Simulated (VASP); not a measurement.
# AlN (R3m) in VASP: single point with HSE06

Aim: the single point of AlN with HSE06.

Program: VASP 6.6.1. These are calculated values, not measurements. Logs are shortened: lines on timing, memory, paths and dates and some standing lists are left out, and cuts for length are marked.

## 1. The cell of the first run

The structure is trigonal, space group R3m (No. 160). Conventional cell: a = 2.983 Å, b = 2.983 Å, c = 7.659 Å, α = 90.00°, β = 90.00°, γ = 120.00°. Within 2.5 Å of Al (site symmetry 3m) lie 4 N at 1.85 to 1.88 Å. Within 2.5 Å of N (site symmetry 3m) lie 4 Al at 1.85 to 1.88 Å.

## 2. Single point, HSE06 (epitaxial 111 strain -3.5%)

The input, POSCAR:

```
AlN
1.0
    0.0676630466      2.1771612309      2.1771612309
    2.1771612309      0.0676630466      2.1771612309
    2.1771612309      2.1771612309      0.0676630466
Al N
1 1
Direct
    0.0022524847      0.0022524847      0.0022524847
    0.2477475153      0.2477475153      0.2477475153
```

The input, INCAR.step1:

```
SYSTEM = AlN
PREC = Accurate
ENCUT = 520
EDIFF = 1E-5
ISMEAR = 0
SIGMA = 0.01
LREAL = .False.
LASPH = .True.
NELM = 80
ALGO = Normal
ISIF = 2
LWAVE = .True.
LCHARG = .False.
NBANDS = 11
GGA = PE
```

The input, INCAR.step2:

```
SYSTEM = AlN
PREC = Accurate
ENCUT = 520
EDIFF = 1E-7
ISMEAR = 0
SIGMA = 0.01
LREAL = .False.
LASPH = .True.
NELM = 80
ALGO = Normal
ISIF = 2
LWAVE = .False.
LCHARG = .False.
GGA = PE
LHFCALC = .True.
HFSCREEN = 0.2079
PRECFOCK = Normal
NBANDS = 11
ISTART = 1
```

The input, KPOINTS:

```
Automatic mesh
0
Gamma
  8 8 8
  0 0 0
```

Potentials or basis: VASP PAW PBE potentials, release 64 (Al, N).

Command:

```bash
> cat potpaw_PBE.64/Al/POTCAR potpaw_PBE.64/N/POTCAR > POTCAR
> cp INCAR.step1 INCAR
> mpirun -np 1 vasp_std > vasp.out
> cp INCAR.step2 INCAR
> mpirun -np 1 vasp_std > vasp.out
```

OUTCAR:

```text
SYSTEM = AlN
   PREC = Accurate
   ENCUT = 520
   EDIFF = 1E-7
   ISMEAR = 0
   LREAL = .False.
   LASPH = .True.
   NELM = 80
   ISIF = 2
   GGA = PE
   LHFCALC = .True.
   HFSCREEN = 0.2079
   PRECFOCK = Normal
   ISTART = 1

 ion  position               nearest neighbor table
   1  0.002  0.002  0.002-   2 1.85   2 1.85   2 1.85   2 1.88
   2  0.248  0.248  0.248-   1 1.85   1 1.85   1 1.85   1 1.88

  LATTYP: Found a trigonal (rhomboedric) cell.
 ALAT       =     3.0797143274
 COS(alpha) =     0.5308222104

  Lattice vectors:

 A1 = (   0.0676630466,   2.1771612309,   2.1771612309)
 A2 = (   2.1771612309,   0.0676630466,   2.1771612309)
 A3 = (   2.1771612309,   2.1771612309,   0.0676630466)

Analysis of symmetry for initial positions (statically):
=====================================================================
 Subroutine PRICEL returns:
 Original cell was already a primitive cell.

 Routine SETGRP: Setting up the symmetry group for a
 trigonal (rhombohedral) supercell.

 Subroutine GETGRP returns: Found  6 space group operations
 (whereof  6 operations were pure point group operations)
 out of a pool of 12 trial point group operations.

The static configuration has the point symmetry C_3v.

Analysis of symmetry for dynamics (positions and initial velocities):
=====================================================================
 Subroutine PRICEL returns:
 Original cell was already a primitive cell.

 Routine SETGRP: Setting up the symmetry group for a
 trigonal (rhombohedral) supercell.

 Subroutine GETGRP returns: Found  6 space group operations
 (whereof  6 operations were pure point group operations)
 out of a pool of 12 trial point group operations.

The dynamic configuration has the point symmetry C_3v.

 Subroutine INISYM returns: Found  6 space group operations
 (whereof  6 operations are pure point group operations),
 and found     1 'primitive' translations

----------------------------------------------------------------------------------------

                                     Primitive cell

  volume of cell :      19.6778

  direct lattice vectors                    reciprocal lattice vectors
     0.067663047  2.177161231  2.177161231    -0.240650008  0.233396383  0.233396383
     2.177161231  0.067663047  2.177161231     0.233396383 -0.240650008  0.233396383
     2.177161231  2.177161231  0.067663047     0.233396383  0.233396383 -0.240650008

  length of vectors
[... 99 lines left out ...]
   IALGO  =     38    algorithm
   IMIX   =      1    mixing-type and parameters
     AMIX     =   0.40;   BMIX     =  1.00
     AMIX_MAG =   1.60;   BMIX_MAG =  1.00
  volume/ion in A,a.u.               =       9.84        66.40
  Fermi-wavevector in a.u.,A,eV,Ry     =   1.212773  2.291809 20.011708  1.470819
  Thomas-Fermi vector in A             =   2.348247
   LORBIT       =      0    0 simple, 1 ext, 2 COOP (PROOUT), +10 PAW based schemes
   GGA     = PE    functional components
   LHFCALC =     T    Hartree Fock is set to
   PRECFOCK=normal    Normal, Fast or Accurate (Low or Medium for compatibility)
   ENCUT4O =  -1.0   cutoff for four orbital integrals eV
   NKREDX  =     1    reduce k-point grid by
   NKREDY  =     1    reduce k-point grid by
   NKREDZ  =     1    reduce k-point grid by
   AEXX    =    0.2500 exact exchange contribution
   HFSCREEN=    0.2079 screening length (either q_TF or 0.3 A-1)
   HFSCREENC=   0.2079 screening length for correlation (either q_TF or 0.3 A-1)
   ENCUTFOCK=  -1.0 apply spherical cutoff to Coloumb kernel
   IVDW    =     0    specifies the selected vdW correction
   LEPSILON=     F    determine dielectric tensor
   LRPA    =     F    only Hartree local field effects (RPA)
 non-spin polarized calculation
 Gauss-broadening in eV      SIGMA  =   0.01
  energy-cutoff  :      520.00
  volume of cell :       19.68
 maximum number of plane-waves:       546
  NGX = 18; NGY = 18; NGZ = 18

 number of electron       7.9999999 magnetization

 Free energy of the ion-electron system (eV)
  ---------------------------------------------------
  ext. energy  EPLUGINS =         0.00000000
  ---------------------------------------------------
  free energy    TOTEN  =       -17.31424039 eV

  energy without entropy =      -17.31424039  energy(sigma->0) =      -17.31424039

 E-fermi :   5.8486     XC(G=0):  -9.2105

 val. band max:        5.7448582737   @ k =   0.0000   0.0000   0.0000
 cond. band min:      10.1505553859   @ k =   0.5000   0.5000   0.0000
 fundamental gap:      4.4056971121
 Fermi energy:         5.8485996883

 k-point     1 :       0.0000    0.0000    0.0000
  band No.  band energies     occupation
      1     -11.2482      2.00000
      2       5.2830      2.00000
      3       5.7449      2.00000
      4       5.7449      2.00000
      5      11.6137      0.00000
      6      19.6336      0.00000
      7      20.9018      0.00000
      8      20.9018      0.00000
      9      25.6649      0.00000
     10      25.6649      0.00000
     11      26.9575      0.00000
[... 309 lines left out ...]
 k-point    24 :       0.3750    0.1250    0.1250
  band No.  band energies     occupation
      1      -9.7875      2.00000
      2       1.3625      2.00000
      3       4.0344      2.00000
      4       5.4318      2.00000
      5      14.8029      0.00000
      6      17.9798      0.00000
      7      19.4681      0.00000
      8      20.1032      0.00000
      9      23.9485      0.00000
     10      26.0284      0.00000
     11      27.3172      0.00000

 [... further k-points ...]

------------------------ aborting loop because EDIFF is reached ----------------------------------------

  FORCE on cell =-STRESS in cart. coord.  units (eV):
  Direction    XX          YY          ZZ          XY          YZ          ZX
  --------------------------------------------------------------------------------------
  -------------------------------------------------------------------------------------
  Total        1.5887110      1.5887110      1.5887110     -0.8424638     -0.8424638     -0.8424638
  in kB      129.3539965    129.3539965    129.3539965    -68.5940128    -68.5940128    -68.5940128
  external PRESSURE =     129.3539965 kB  Pullay stress =       0.0000000 kB

 VOLUME and BASIS-vectors are now :
 -----------------------------------------------------------------------------
  energy-cutoff  :      520.00
  volume of cell :       19.68
      direct lattice vectors                 reciprocal lattice vectors
     0.067663047  2.177161231  2.177161231    -0.240650008  0.233396383  0.233396383
     2.177161231  0.067663047  2.177161231     0.233396383 -0.240650008  0.233396383
     2.177161231  2.177161231  0.067663047     0.233396383  0.233396383 -0.240650008

 POSITION                                       TOTAL-FORCE (eV/Angst)
 -----------------------------------------------------------------------------------
      0.00996      0.00996      0.00996         0.006705      0.006705      0.006705
      1.09554      1.09554      1.09554        -0.006705     -0.006705     -0.006705
 -----------------------------------------------------------------------------------
    total drift:                                0.000010      0.000010      0.000010

  FREE ENERGIE OF THE ION-ELECTRON SYSTEM (eV)
  ---------------------------------------------------
  free  energy   TOTEN  =       -17.3142403884 eV

  energy  without entropy=      -17.3142403884  energy(sigma->0) =      -17.31424039
```

Wall time 1.8 h (1 thread of Oxide Virtual Turin-like, shared host); peak memory 0.23 GiB.

What came out:

* Free energy: -17.3142 eV
* Pressure: 12.9 GPa
* Largest force: 0.012 eV/Å
* Band gap on the k mesh: 4.41 eV (least direct gap 5.87 eV)

Forces in eV/Å, atoms in the order of the input:
```
Al   0.007  0.007  0.007
N   -0.007 -0.007 -0.007
```

Stress tensor (GPa, compression positive):
```
12.94 -6.86 -6.86
-6.86 12.94 -6.86
-6.86 -6.86 12.94
```

Caveat: the cell differs from its parent crystal (epitaxial 111 strain -3.5%); the cell stands under pressure; the structure was generated, so it needn't be the stable form of AlN; the PAW data sets were made with another functional, which shifts forces and pressure a little. A k mesh can miss the band edges.
